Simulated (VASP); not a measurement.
PbS:

```
CELL_PARAMETERS angstrom
2.06953 1.19485 3.38145
-2.06953 1.19485 3.38145
0.00000 -2.38969 3.38145
ATOMIC_POSITIONS crystal
Pb 0.98057 0.98057 0.98057
S 0.47504 0.47504 0.47504
```

Base run:

- Program: VASP 6.6.1
- Functional: r2SCAN
- Potentials or basis: VASP PAW PBE potentials, release 64 (Pb_d, S)
- Cutoff: 520 eV
- k mesh: 8 × 8 × 8
- Occupations: fermi-dirac, width 0.05 eV
- Spin: no spin polarisation

Its results: band gap on the k mesh 0.48 eV, direct; pressure 4.0 GPa; largest force 0.048 eV/Å.

Q: The run is repeated on the same cell with these changes: functional from r2SCAN to LDA; potentials or basis from VASP PAW PBE potentials, release 64 (Pb_d, S) to VASP PAW LDA potentials, release 64 (Pb_d, S). What comes out?

A: Band gap on the k mesh 0.12 eV, direct; pressure -0.3 GPa; largest force 0.030 eV/Å.

Caveats: spin-orbit coupling is left out, which moves the levels of the heavy elements; the PAW data sets were made with another functional, which shifts forces and pressure a little (some runs).

A k mesh can miss the band edges.
